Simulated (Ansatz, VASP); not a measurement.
# Two plane-wave programs on GdSi3

Contents of INCAR:

```
SYSTEM = GdSi3
PREC = Accurate
ENCUT = 520
EDIFF = 1E-6
ISMEAR = 0
SIGMA = 0.05
LREAL = .FALSE.
LASPH = .TRUE.
NELM = 150
ALGO = Normal
ISIF = 2
LWAVE = .FALSE.
LCHARG = .FALSE.
ISPIN = 2
MAGMOM = 7 -7 0 0 0 0 0 0
LORBIT = 11
LMAXMIX = 6
LDAU = .TRUE.
LDAUTYPE = 2
LDAUL = 3 -1
LDAUU = 6 0
LDAUJ = 0 0
LDAUPRINT = 1
GGA = PE
NBANDS = 44
```

File KPOINTS:

```
Automatic mesh
0
G
  8 8 4
  0 0 0
```

POSCAR

```
GdSi3
1.0
    4.1647486593      0.0000000000      4.1647486593
    0.0000000000      4.1647486593      4.1647486593
    0.0000000000      0.0000000000      8.3294973186
Gd Si
2 6
Direct
    0.0000000000      0.0000000000      0.0000000000
    0.0000000000      0.0000000000      0.5000000000
    0.0000000000      0.5000000000      0.0000000000
    0.5000000000      0.5000000000      0.5000000000
    0.5000000000      0.0000000000      0.0000000000
    0.0000000000      0.5000000000      0.5000000000
    0.5000000000      0.5000000000      0.0000000000
    0.5000000000      0.0000000000      0.5000000000
```

Input for Ansatz:

```yaml
crystal:
  lattice:
    - [4.1647486593, 0.0, 4.1647486593]
    - [0.0, 4.1647486593, 4.1647486593]
    - [0.0, 0.0, 8.3294973186]
  atoms:
    - { symbol: Gd, position: [0.0, 0.0, 0.0], spin: 7.0 }
    - { symbol: Si, position: [0.0, 0.5, 0.0] }
    - { symbol: Si, position: [0.5, 0.5, 0.5] }
    - { symbol: Si, position: [0.5, 0.0, 0.0] }
    - { symbol: Gd, position: [0.0, 0.0, 0.5], spin: -7.0 }
    - { symbol: Si, position: [0.0, 0.5, 0.5] }
    - { symbol: Si, position: [0.5, 0.5, 0.0] }
    - { symbol: Si, position: [0.5, 0.0, 0.5] }
basis:
  ecutwfc: 420
  ecutrho_ratio: 4
kpoints:
  mp_grid: { grid: [8, 8, 4] }
hamiltonian:
  xc: pbe
  hubbard: { sites: [{ species: Gd, l: f, u_eff: 6.0 }] }
scf:
  occupations: { method: gaussian, width: 0.05 }
  lower_state_search: "off"
output:
  forces: true
  stress: true
  eigenvalues: true
  populations: true
  hubbard: { sites: [{ species: Gd, l: f }] }
magnetization:
  spin_polarized: true
checkpoint:
  read: start.run
  write: ck
  compress: false
  write_wavefunctions: false
  write_every: 100000
```

Alike in both runs: task single point; functional PBE; k mesh 8 × 8 × 4; occupations gaussian, width 0.05 eV; collinear spin; Hubbard terms Gd f U = 6.0 eV.

|  | VASP | Ansatz |
| --- | --- | --- |
| version | VASP 6.6.1 | Ansatz 0.2.0 |
| potentials or method | VASP PAW PBE potentials, release 64 (Gd, Si), cutoff 520 eV | scalar-relativistic, plane waves, PAW |
| valence electrons in the cell | 60 | 60 |

|  | VASP | Ansatz | Ansatz less VASP |
| --- | --- | --- | --- |
| gap on the k mesh at the Fermi level (eV) | none | none | - |
| pressure (GPa) | 0.1 | 0.0 | -0.11 |
| net moment per atom (μB) | 0.00 | 0.00 | 0.000 |
| size of the moment on the site where the two differ most (μB) | 6.87 | 7.03 | +0.155 |

Site moments also hang on the region over which each program counts them. The programs project onto different local orbitals, so the same U acts differently, and such runs can settle in different states. A gap of «none» marks a metal or a gap that the smearing closes. Ansatz's warnings: filled band counts differ across k points.

Neither program's run includes spin-orbit coupling.
